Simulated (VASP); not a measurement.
Write the native input for VASP 6.6.1 that does the following.

```
Task                   : single point
Functional             : r2SCAN
Potentials or basis    : VASP PAW PBE potentials, release 64 (Pb_d, S)
Cutoff                 : 520 eV
k mesh                 : 9 × 9 × 9
Occupations            : gaussian, width 0.05 eV
Spin                   : no spin polarisation
Dipole correction      : no
Further INCAR settings : ALGO = Normal; EDIFF = 1e-06; NBANDS = 17
```

The system is PbS.

```
CELL_PARAMETERS angstrom
2.11197 1.21935 3.03677
-2.11197 1.21935 3.03677
0.00000 -2.43870 3.03677
ATOMIC_POSITIONS crystal
Pb 0.97815 0.97815 0.97815
S 0.47745 0.47745 0.47745
```

The input as run:

POSCAR

```
PbS
1.0
    2.1119725129      1.2193478988      3.0367666667
   -2.1119725129      1.2193478988      3.0367666667
    0.0000000000     -2.4386957977      3.0367666667
Pb S
1 1
Direct
    0.9781509158      0.9781509158      0.9781509158
    0.4774504142      0.4774504142      0.4774504142
```

INCAR.step1

```
ALGO = Normal ; EDIFF = 1E-4
ENCUT = 520 ; GGA = PE
ISMEAR = 0 ; LASPH = True
LCHARG = False ; LREAL = False
LWAVE = True ; NBANDS = 17
NELM = 100 ; PREC = Accurate
SIGMA = 0.05
```

INCAR.step2

```
ALGO = Normal ; EDIFF = 1E-6
ENCUT = 520 ; ISIF = 2
ISMEAR = 0 ; ISTART = 1
LASPH = True ; LCHARG = False
LMIXTAU = True ; LREAL = False
LWAVE = False ; METAGGA = R2SCAN
NBANDS = 17 ; NELM = 100
PREC = Accurate ; SIGMA = 0.05
```

KPOINTS

```
k-points
0
Gamma
  9 9 9
```

Potentials or basis: VASP PAW PBE potentials, release 64 (Pb_d, S).

The run is started by

```bash
$ cat potpaw_PBE.64/Pb_d/POTCAR potpaw_PBE.64/S/POTCAR > POTCAR
$ cp INCAR.step1 INCAR
$ mpirun -np 1 vasp_std > vasp.out
$ cp INCAR.step2 INCAR
$ mpirun -np 1 vasp_std > vasp.out
```

Results of the run:

| Item | Value |
| --- | --- |
| Pressure | 9.0 GPa |
| Largest force | 0.013 eV/Å |

Caveat: the PAW data sets were made with another functional, which shifts forces and pressure a little.

It took 2.2 min on 1 thread of Intel(R) Xeon(R) 6975P-C (Granite Rapids), on a shared host, peak memory 0.21 GiB.
